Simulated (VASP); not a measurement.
## SnTe: single point with LDA

The system is SnTe.

```xyz
2
Lattice="0.0000 3.1407 3.1565 3.1565 0.0000 3.1565 3.1565 3.1407 0.0000" Properties=species:S:1:pos:R:3 pbc="T T T"
Sn    0.0000    0.0000    0.0000
Te    3.1565    3.1407    3.1565
```

This cell differs from its parent crystal: strain -0.0050 x Voigt [0, 1, 0, 0, 0, 0].

- Program: VASP 6.6.1
- Task: single point
- Functional: LDA
- Potentials or basis: VASP PAW LDA potentials, release 64 (Sn_d, Te)
- Cutoff: 520 eV
- k mesh: 10 × 10 × 10
- Occupations: gaussian, width 0.03 eV
- Spin: no spin polarisation

```json
{
 "Pressure": "-1.5 GPa",
 "Band gap on the k mesh": "0.12 eV, direct"
}
```

Stress tensor (GPa, compression positive):
```
-1.69  0.00  0.00
 0.00 -1.06  0.00
 0.00  0.00 -1.69
```

Levels at points of the mesh, in eV from the valence-band top:
```csv
k point,band 7,band 8,band 9,band 10,band 11,band 12,band 13,band 14
"(0.00, 0.00, 0.00)",-4.74,-2.10,-2.05,-2.05,3.30,3.30,3.42,4.82
"(0.50, 0.00, 0.00)",-8.32,-1.72,-1.71,0.00,0.12,0.38,0.40,7.78
"(0.50, 0.50, 0.00)",-6.49,-5.51,-3.70,-3.64,2.23,4.84,4.98,6.32
"(0.50, 0.00, 0.50)",-6.52,-5.52,-3.68,-3.68,2.22,4.89,4.89,6.40
```

Run time: 57 s on 1 thread of Intel(R) Xeon(R) 6975P-C (Granite Rapids), with other jobs on the host, peak memory 0.24 GiB.

Caveat: the cell differs from its parent crystal (strain -0.0050 x Voigt [0, 1, 0, 0, 0, 0]); spin-orbit coupling is left out, which moves the levels of the heavy elements. A k mesh can miss the band edges.
